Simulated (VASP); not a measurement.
A run of VASP 6.6.1 is set up as follows.

The input INCAR:

```
SYSTEM = Al3BN2
  ALGO = Normal
  EDIFF = 1E-7
  EDIFFG = -0.01
  ENCUT = 600
  GGA = PE
  GGA_COMPAT = .FALSE.
  IBRION = 2
  ISIF = 4
  ISMEAR = 0
  LASPH = .TRUE.
  LCHARG = .FALSE.
  LREAL = .FALSE.
  LWAVE = .FALSE.
  NELM = 120
  NELMIN = 4
  NSW = 50
  PREC = Accurate
  SIGMA = 0.1
```

File KPOINTS:

```
k-points
0
G
  14 14 14
  0 0 0
```

The input POSCAR:

```
Al3BN2
1.0
   -1.5355137081      1.5355137081      7.7746598855
    1.5355137081     -1.5355137081      7.7746598855
    1.5355137081      1.5355137081     -7.7746598855
Al B N
3 1 2
Direct
    0.7500000000      0.2500000000      0.5000000000
    0.1029187847      0.6029187847      0.5000000000
    0.3970812153      0.8970812153      0.5000000000
    0.0000000000      0.0000000000      0.0000000000
    0.6769366065      0.6769366065      0.0000000000
    0.3230633935      0.3230633935      0.0000000000
```

Potentials or basis: VASP PAW PBE potentials, release 64 (Al, B, N).

The run is started by

```bash
$ cat potpaw_PBE.64/Al/POTCAR potpaw_PBE.64/B/POTCAR potpaw_PBE.64/N/POTCAR > POTCAR
$ mpirun -np 1 vasp_std > vasp.out
```

Question: Estimate the band gap on the k mesh.

Answer: Zero (bands 11 and 12 overlap by 3.71 eV).

Final structure:
```yaml
crystal:
  lattice:
    - [-1.53921, 1.53921, 7.73737]
    - [1.53921, -1.53921, 7.73737]
    - [1.53921, 1.53921, -7.73737]
  atoms:
    - { symbol: Al, position: [0.75000, 0.25000, 0.50000] }
    - { symbol: Al, position: [0.10339, 0.60339, 0.50000] }
    - { symbol: Al, position: [0.39661, 0.89661, 0.50000] }
    - { symbol: B, position: [0.00000, 0.00000, 0.00000] }
    - { symbol: N, position: [0.67719, 0.67719, 0.00000] }
    - { symbol: N, position: [0.32281, 0.32281, 0.00000] }
```
